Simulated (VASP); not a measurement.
A run of VASP 6.6.1 is set up as follows.

Contents of INCAR:

```
ALGO = Normal
EDIFF = 1E-7
ENCUT = 520
GGA = PE
ISIF = 2
ISMEAR = 0
LASPH = T
LCHARG = F
LREAL = F
LWAVE = F
NBANDS = 49
NELM = 80
PREC = Accurate
SIGMA = 0.1
```

The input KPOINTS:

```
k-points
0
Gamma
  8 8 10
```

The input POSCAR:

```
ZnGe2
1.0
    5.6703799451      0.0000000000      0.0000000000
    0.0000000000      5.6703799451      0.0000000000
    0.0000000000      0.0000000000      4.1154420086
Zn Ge
2 4
Direct
    0.0000000000      0.0000000000      0.0000000000
    0.5000000000      0.5000000000      0.5000000000
    0.3098760721      0.3098760721      0.0000000000
    0.1901239279      0.8098760721      0.5000000000
    0.6901239279      0.6901239279      0.0000000000
    0.8098760721      0.1901239279      0.5000000000
```

Potentials or basis: VASP PAW PBE potentials, release 64 (Zn, Ge_d).

Launch:

```sh
$ cat potpaw_PBE.64/Zn/POTCAR potpaw_PBE.64/Ge_d/POTCAR > POTCAR
$ mpirun -np 1 vasp_std > vasp.out
```

Problem. Estimate the pressure.

Solution. 0.1 GPa.

Problem. What does it give for the band gap on the k mesh?

Solution. Zero (bands 40 and 41 overlap by 1.93 eV).
